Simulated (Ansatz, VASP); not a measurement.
# MnO in VASP and in Ansatz

Contents of INCAR:

```
  ALGO = Normal
  EDIFF = 1E-7
  EDIFFG = -0.05
  ENCUT = 600
  GGA = PE
  IBRION = 2
  ISIF = 3
  ISMEAR = 0
  ISPIN = 2
  LASPH = T
  LCHARG = F
  LMAXMIX = 4
  LORBIT = 11
  LREAL = F
  LWAVE = F
  MAGMOM = 4.54 0.2
  NELM = 150
  NSW = 80
  PREC = Accurate
  SIGMA = 0.1
```

File KPOINTS:

```
k-points
0
Gamma
  8 8 8
```

POSCAR

```
MnO
1.0
    0.0000000000      2.5185368360      2.5185368360
    2.5185368360      0.0000000000      2.5185368360
    2.5185368360      2.5185368360      0.0000000000
Mn O
1 1
Direct
    0.0000000000      0.0000000000      0.0000000000
    0.7500000000      0.7500000000      0.7500000000
```

Input for Ansatz:

```yaml
crystal:
  lattice:
    - [0.0, 2.518536836, 2.518536836]
    - [2.518536836, 0.0, 2.518536836]
    - [2.518536836, 2.518536836, 0.0]
  atoms:
    - { symbol: Mn, position: [0.0, 0.0, 0.0], spin: 4.54 }
    - { symbol: O, position: [0.75, 0.75, 0.75], spin: 0.2 }
basis:
  ecutwfc: 420
kpoints:
  mp_grid: { grid: [8, 8, 8] }
hamiltonian:
  xc: pbe
scf:
  occupations: { method: gaussian, width: 0.1 }
output:
  forces: true
  stress: true
  eigenvalues: true
  populations: true
magnetization:
  spin_polarized: true
relax:
  adjacent_minimum: "off"
  f_tol: 0.05
  max_steps: 60
  cell: { stress_tol: 0.5 }
```

Alike in both runs: task relaxation of cell and atoms; functional PBE; k mesh 8 × 8 × 8; occupations gaussian, width 0.1 eV; collinear spin.

|  | VASP | Ansatz |
| --- | --- | --- |
| version | VASP 6.6.1 | Ansatz 0.2.0 |
| potentials or method | VASP PAW PBE potentials, release 64 (Mn_pv, O), cutoff 600 eV | scalar-relativistic, plane waves, PAW |
| valence electrons in the cell | 19 | 21 |

```csv
,VASP,Ansatz,Ansatz less VASP
"gap on the k mesh at the Fermi level, each at its own relaxed structure (eV)",none,none,-
net moment per atom (μB),2.50,2.50,0.000
size of the moment on the site where the two differ most (μB),4.42,3.98,-0.443
relaxed volume (Å³/atom),13.83,13.87,+0.042
relaxed cell length with the largest relative difference (Å),3.395,3.398,+0.0035
```

Site moments also hang on the region over which each program counts them. A gap of «none» marks a metal or a gap that the smearing closes. VASP's potentials hold 19 valence electrons a cell and Ansatz's 21, so a difference there can come from the potentials and not from the codes.
